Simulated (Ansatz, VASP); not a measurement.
# C in VASP and in Ansatz

Contents of POSCAR:

```
C
1.0
    0.0000000000     -1.7801417077     -1.7801417077
   -1.7801417077      0.0000000000     -1.7801417077
    1.7801417077      1.7801417077     -3.5602834153
C
4
Direct
    0.7733896353      0.7174607917      0.7370550578
    0.2266103647      0.2825392083      0.2629449422
    0.4197672176      0.4269270544      0.8373015569
    0.8302327824      0.8230729456      0.4126984431
```

The input INCAR.step1:

```
SYSTEM = C
ALGO = Normal
EDIFF = 1E-4
ENCUT = 520
GGA = PE
ISMEAR = 0
LASPH = .True.
LCHARG = .False.
LREAL = .False.
LWAVE = .True.
NBANDS = 16
NELM = 60
PREC = Accurate
SIGMA = 0.05
```

Contents of INCAR.step2:

```
SYSTEM = C
ALGO = Normal
EDIFF = 1E-6
ENCUT = 520
ISIF = 2
ISMEAR = 0
ISTART = 1
LASPH = .True.
LCHARG = .False.
LMIXTAU = .True.
LREAL = .False.
LWAVE = .False.
METAGGA = R2SCAN
NBANDS = 16
NELM = 60
PREC = Accurate
SIGMA = 0.05
```

Contents of KPOINTS:

```
k-points
0
Gamma
  12 12 10
  0 0 0
```

Input for Ansatz:

```yaml
crystal:
  lattice:
    - [0.0, -1.7801417077, -1.7801417077]
    - [-1.7801417077, 0.0, -1.7801417077]
    - [1.7801417077, 1.7801417077, -3.5602834153]
  atoms:
    - { symbol: C, position: [0.7733896353, 0.7174607917, 0.7370550578] }
    - { symbol: C, position: [0.2266103647, 0.2825392083, 0.2629449422] }
    - { symbol: C, position: [0.4197672176, 0.4269270544, 0.8373015569] }
    - { symbol: C, position: [0.8302327824, 0.8230729456, 0.4126984431] }
basis:
  ecutwfc: 500
kpoints:
  mp_grid: { grid: [12, 12, 10] }
hamiltonian:
  xc: r2scan
scf:
  occupations: { method: gaussian, width: 0.05 }
output:
  forces: true
  stress: true
  eigenvalues: true
```

Alike in both runs: task single point; functional r2SCAN; k mesh 12 × 12 × 10; occupations gaussian, width 0.05 eV; no spin polarisation.

|  | VASP | Ansatz |
| --- | --- | --- |
| version | VASP 6.6.1 | Ansatz 0.2.0 |
| potentials or method | VASP PAW PBE potentials, release 64 (C), cutoff 520 eV | scalar-relativistic, plane waves, PAW |
| valence electrons in the cell | 16 | 16 |

Ansatz gave:

```
gap on the k mesh at the Fermi level (eV) : 0.35
least direct gap on the mesh (eV)         : 1.23
rms of the force components (eV/Å)        : 5.968
```

**Question.** Estimate VASP's values.

**Answer.** gap on the k mesh at the Fermi level (eV): 0.33; least direct gap on the mesh (eV): 1.21; rms of the force components (eV/Å): 6.007.

VASP's potentials were made for PBE, not for r2SCAN. Atom by atom the forces differ by 0.046 eV/Å (rms over components).
